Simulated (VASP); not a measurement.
Runs of VASP 6.6.1 on AlNi. The structure is that of space group Pm-3m (No. 221), or close to it. The cells are those of the table. 

```csv
cell,further INCAR settings,gap on the mesh (eV),pressure (GPa)
"a = 2.862 Å, angles 90.0, 89.4, 90.0°, 2 atoms",ALGO = Fast; EDIFF = 1e-06; NBANDS = 14,none,-0.1
"a = 2.862 Å, angles 90.0, 88.3, 90.0°, 2 atoms",ALGO = Fast; EDIFF = 1e-07; NBANDS = 14,none,0.3
"a = 2.863 Å, angles 90.0, 88.0, 90.0°, 2 atoms",ALGO = Fast; EDIFF = 1e-06; NBANDS = 14,none,0.1
"a = 2.863 Å, angles 90.0, 92.3, 90.0°, 2 atoms",ALGO = Fast; EDIFF = 1e-07; NBANDS = 14,none,(b)
"a = 2.862 Å, angles 90.0, 91.1, 90.0°, 2 atoms",ALGO = Fast; EDIFF = 1e-07; NBANDS = 14,none,(a)
```

Alike in all rows: task single point; level PBEsol; potentials or basis VASP PAW PBE potentials, release 64 (Al, Ni); no spin polarisation; k mesh 20 × 20 × 20; cutoff (eV) 520; smearing gaussian 0.15 eV.

Task: Fill in the values left out.

Result: (a) 0.2; (b) 0.5.

Caveats: the PAW data sets were made with another functional, which shifts forces and pressure a little.

A gap of «none» marks levels without a gap at the run's occupations.
